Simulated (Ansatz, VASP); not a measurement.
**One calculation of Se, two programs**

```
Se
1.0
     0.00000    3.10871    3.10871
     3.10871    0.00000    3.10871
     3.10871    3.10871    0.00000
Se
2
Cartesian
  0.7772 0.7772 0.7772
  5.4402 5.4402 5.4402
```

Alike in both runs: task single point; functional revPBE; k mesh 10 × 10 × 10; occupations fermi-dirac, width 0.1 eV; no spin polarisation.

|  | VASP | Ansatz |
| --- | --- | --- |
| version | VASP 6.6.1 | Ansatz 0.2.0 |
| potentials or method | VASP PAW PBE potentials, release 64 (Se), cutoff 520 eV | plane waves (420 eV) with PAW, scalar-relativistic |
| valence electrons in the cell | 12 | 32 |

|  | VASP | Ansatz | Ansatz less VASP |
| --- | --- | --- | --- |
| pressure (GPa) | 3.5 | 3.5 | -0.01 |

VASP's potentials were made for PBE, not for revPBE. With one functional, cell and mesh, what is left measures potentials, basis and numerics. VASP's potentials hold 12 valence electrons a cell and Ansatz's 32, so a difference there can come from the potentials and not from the codes.
